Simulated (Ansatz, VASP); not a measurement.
# Ge: VASP beside Ansatz

INCAR

```
SYSTEM = Ge
PREC = Accurate
ENCUT = 520
EDIFF = 1E-6
ISMEAR = 0
SIGMA = 0.15
LREAL = .FALSE.
LASPH = .TRUE.
NELM = 60
ALGO = Fast
ISIF = 2
LWAVE = .FALSE.
LCHARG = .FALSE.
GGA = CA
NBANDS = 66
```

The input KPOINTS:

```
Automatic mesh
0
G
  9 9 9
  0 0 0
```

The input POSCAR:

```
Ge
1.0
    4.8313000000      2.7893523555      2.0290000000
   -4.8313000000      2.7893523555      2.0290000000
    0.0000000000     -5.5787047111      2.0290000000
Ge
8
Direct
    0.7160372198      0.7160372198      0.7160372198
    0.2839627802      0.2839627802      0.2839627802
    0.0289443365      0.7253625346      0.5322921793
    0.5322921793      0.0289443365      0.7253625346
    0.7253625346      0.5322921793      0.0289443365
    0.9710556635      0.2746374654      0.4677078207
    0.4677078207      0.9710556635      0.2746374654
    0.2746374654      0.4677078207      0.9710556635
```

Input for Ansatz:

```yaml
crystal:
  lattice:
    - [4.8313, 2.7893523555, 2.029]
    - [-4.8313, 2.7893523555, 2.029]
    - [0.0, -5.5787047111, 2.029]
  atoms:
    - { symbol: Ge, position: [0.7160372198, 0.7160372198, 0.7160372198] }
    - { symbol: Ge, position: [0.2839627802, 0.2839627802, 0.2839627802] }
    - { symbol: Ge, position: [0.0289443365, 0.7253625346, 0.5322921793] }
    - { symbol: Ge, position: [0.5322921793, 0.0289443365, 0.7253625346] }
    - { symbol: Ge, position: [0.7253625346, 0.5322921793, 0.0289443365] }
    - { symbol: Ge, position: [0.9710556635, 0.2746374654, 0.4677078207] }
    - { symbol: Ge, position: [0.4677078207, 0.9710556635, 0.2746374654] }
    - { symbol: Ge, position: [0.2746374654, 0.4677078207, 0.9710556635] }
basis:
  ecutwfc: 420
kpoints:
  mp_grid: { grid: [9, 9, 9] }
hamiltonian:
  xc: lda
  pseudopotentials: { kind: paw, azcp: { folder: soft_1 } }
scf:
  occupations: { method: gaussian, width: 0.15 }
output:
  forces: true
  stress: true
  eigenvalues: true
```

Alike in both runs: task single point; functional LDA; k mesh 9 × 9 × 9; occupations gaussian, width 0.15 eV; no spin polarisation.

|  | VASP | Ansatz |
| --- | --- | --- |
| version | VASP 6.6.1 | Ansatz 0.2.0 |
| potentials or method | VASP PAW LDA potentials, release 64 (Ge_d), cutoff 520 eV | scalar-relativistic, plane waves, PAW |
| valence electrons in the cell | 112 | 112 |

Ansatz gave:

| Property | Result |
| --- | --- |
| gap on the k mesh at the Fermi level (eV) | none |
| pressure (GPa) | -1.6 |
| traceless stress, the component that is largest in VASP (GPa) | -4.96 |
| rms of the force components (eV/Å) | 0.211 |

Problem. Which values does VASP return?

Solution. gap on the k mesh at the Fermi level (eV): none; pressure (GPa): -1.5; traceless stress, the component that is largest in VASP (GPa): -5.00; rms of the force components (eV/Å): 0.212.

Ansatz warns that its potentials were made for another functional, while VASP's fit it. LDA's correlation is that of Perdew and Zunger in VASP and of Perdew and Wang (1992) in Ansatz. Atom by atom the forces differ by 0.005 eV/Å (rms over components). A gap of «none» marks a metal or a gap that the smearing closes.
